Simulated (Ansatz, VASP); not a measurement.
## ZnSe in VASP and in Ansatz

```xyz
2
Lattice="0.0000 2.1591 2.1591 2.1591 0.0000 2.1591 2.1591 2.1591 0.0000" Properties=species:S:1:pos:R:3 pbc="T T T"
Zn    0.0000    0.0000    0.0000
Se    2.1591    2.1591    2.1591
```

Change from the starting cell: volume scaled by 0.55, PAW files, partial_waves polarizable.

Alike in both runs: task single point; functional PBEsol; k mesh 15 × 15 × 15; occupations fermi-dirac, width 0.05 eV; no spin polarisation.

|  | VASP | Ansatz |
| --- | --- | --- |
| version | VASP 6.6.1 | Ansatz 0.2.0 |
| potentials or method | VASP PAW PBE potentials, release 64 (Zn, Se) | PAW with Ansatz's default frozen-core files, scalar-relativistic |
| plane-wave cutoff (eV) | 520 | 420 |
| valence electrons in the cell | 18 | 28 |

Ansatz gave:

```
pressure (GPa) : 192.5
```

**Question.** Which values does VASP return?

**Answer.** Pressure (GPa): 196.9.

VASP's potentials were made for PBE, not for PBEsol. Both programs put the cell under a high pressure, so it lies far from rest at this level. With one functional, cell and mesh, what is left measures potentials, basis and numerics. VASP's potentials hold 18 valence electrons a cell and Ansatz's 28, so a difference there can come from the potentials and not from the codes.

Noted on VASP's run: the cell as given lies far from equilibrium.
